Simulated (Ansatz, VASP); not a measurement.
Fe: VASP beside Ansatz

```
Fe
1.0
     2.52494    0.00000    0.00000
    -1.26247    2.18666    0.00000
     0.00000    0.00000    4.40957
Fe
2
Direct
  0.33333 0.66667 0.25000
  0.66667 0.33333 0.75000
```

Alike in both runs: functional r2SCAN; k mesh 6 × 6 × 4; occupations gaussian, width 0.1 eV; collinear spin.

Ansatz relaxed the structure, and its values are those at the end. VASP's run is a single point on that final structure, the one shown.

```csv
,VASP,Ansatz
version,VASP 6.6.1,Ansatz 0.2.0
potentials or method,"VASP PAW PBE potentials, release 64 (Fe), cutoff 520 eV","scalar-relativistic, plane waves, PAW"
valence electrons in the cell,16,32
```

|  | VASP | Ansatz | Ansatz less VASP |
| --- | --- | --- | --- |
| gap on the k mesh at the Fermi level (eV) | none | none | - |
| pressure (GPa) | -0.4 | -0.2 | +0.18 |
| net moment per atom (μB) | 2.76 | 2.76 | 0.000 |
| size of the moment on the site where the two differ most (μB) | 2.81 | 2.87 | +0.061 |

VASP's potentials were made for PBE, not for r2SCAN. Site moments also hang on the region over which each program counts them. A gap of «none» marks a metal or a gap that the smearing closes. With one functional, cell and mesh, what is left measures potentials, basis and numerics. VASP's potentials hold 16 valence electrons a cell and Ansatz's 32, so a difference there can come from the potentials and not from the codes.

The k mesh is coarse, so the values compare programs but aren't converged.
